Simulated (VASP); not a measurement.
Wanted: the native input for a VASP 6.6.1 run.

| Quantity | Value |
| --- | --- |
| Task | single point |
| Functional | PBEsol |
| Potentials or basis | VASP PAW PBE potentials, release 64 (Co) |
| Cutoff | 520 eV |
| k mesh | 18 × 18 × 6 |
| Occupations | gaussian, width 0.1 eV |
| Spin | collinear spin, ferromagnetic start |
| Starting moments | [1.81, 1.83, 1.81, 1.83] μB |
| Dipole correction | no |
| Further INCAR settings | ALGO = Fast; EDIFF = 1e-06; NBANDS = 30 |

The structure of Co lies in POSCAR:

```
Co
1.0
    2.4456199908      0.0000000000      0.0000000000
   -1.2228099954      2.1179690400      0.0000000000
    0.0000000000      0.0000000000      7.9312706951
Co
4
Direct
    0.0000000000      0.0000000000      0.0000000000
    0.3333333333      0.6666666667      0.2500000000
    0.0000000000      0.0000000000      0.5000000000
    0.6666666667      0.3333333333      0.7500000000
```

These files were run (other wordings do the same):

INCAR

```
PREC = Accurate
ENCUT = 520
EDIFF = 1E-6
ISMEAR = 0
SIGMA = 0.1
LREAL = F
LASPH = T
NELM = 150
ALGO = Fast
ISIF = 2
LWAVE = F
LCHARG = F
ISPIN = 2
MAGMOM = 1.81 1.83 1.81 1.83
LORBIT = 11
LMAXMIX = 4
GGA = PS
NBANDS = 30
```

KPOINTS

```
regular mesh
0
Gamma
  18 18 6
```

Potentials or basis: VASP PAW PBE potentials, release 64 (Co).

Run with:

```sh
$ cat potpaw_PBE.64/Co/POTCAR > POTCAR
$ mpirun -np 1 vasp_std > vasp.out
```

Results of the run:

```
Pressure                                              : 2.1 GPa
Net moment                                            : 6.33 μB per cell
Site moments                                          : Co +1.58, +1.59 (each value once) μB
Valence electrons inside the program's atomic spheres : Co 8.39, 8.38 (each value once)
```

Caveat: the PAW data sets were made with another functional, which shifts forces and pressure a little.

Wall time 8.5 min on 1 thread of Intel(R) Xeon(R) Platinum 8259CL CPU @ 2.50GHz (Skylake/Cascade Lake), with other jobs on the host, peak memory 0.34 GiB.
